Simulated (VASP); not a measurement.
Set up this calculation in VASP 6.6.1, as the native input.

* Task: single point
* Functional: r2SCAN
* Potentials or basis: VASP PAW PBE potentials, release 64 (Os)
* Cutoff: 520 eV
* k mesh: 20 × 20 × 20
* Occupations: gaussian, width 0.15 eV
* Spin: no spin polarisation
* Dipole correction: no
* Further INCAR settings: ALGO = Normal; EDIFF = 1e-07; NBANDS = 10

Os:

```
Os
1.0
     0.00000    2.00335    1.97418
     2.00335    0.00000    1.97418
     2.00335    2.00335    0.00000
Os
1
Direct
  0.00000 0.00000 0.00000
```

This cell differs from its parent crystal: strain +0.030 along x and y, +0.015 along z.

These files were run (other wordings do the same):

POSCAR

```
Os
1.0
    0.0000000000      2.0033500000      1.9741750000
    2.0033500000      0.0000000000      1.9741750000
    2.0033500000      2.0033500000      0.0000000000
Os
1
Direct
    0.0000000000      0.0000000000      0.0000000000
```

INCAR.step1

```
  ALGO = Normal
  EDIFF = 1E-4
  ENCUT = 520
  GGA = PE
  ISMEAR = 0
  LASPH = True
  LCHARG = False
  LREAL = False
  LWAVE = True
  NBANDS = 10
  NELM = 80
  PREC = Accurate
  SIGMA = 0.15
```

INCAR.step2

```
  ALGO = Normal
  EDIFF = 1E-7
  ENCUT = 520
  ISIF = 2
  ISMEAR = 0
  ISTART = 1
  LASPH = True
  LCHARG = True
  LELF = True
  LMIXTAU = True
  LREAL = False
  LVHAR = True
  LWAVE = False
  METAGGA = R2SCAN
  NBANDS = 10
  NELM = 80
  PREC = Accurate
  SIGMA = 0.15
```

KPOINTS

```
k-points
0
Gamma
  20 20 20
```

Potentials or basis: VASP PAW PBE potentials, release 64 (Os).

Run with:

```sh
$ cat potpaw_PBE.64/Os/POTCAR > POTCAR
$ cp INCAR.step1 INCAR
$ mpirun -np 1 vasp_std > vasp.out
$ cp INCAR.step2 INCAR
$ mpirun -np 1 vasp_std > vasp.out
```

It gave:

```yaml
Pressure: -37.3 GPa
Band_gap_on_the_k_mesh: zero (band 4 reaches 9.73 eV, above the bottom of band 5 at 5.97 eV)
```

Caveat: the cell differs from its parent crystal (strain +0.030 along x and y, +0.015 along z); the PAW data sets were made with another functional, which shifts forces and pressure a little; spin-orbit coupling is left out, which moves the levels of the heavy elements.

Run time: 2.1 min on 1 thread of Intel(R) Xeon(R) 6975P-C (Granite Rapids), on a shared host, peak memory 0.24 GiB.
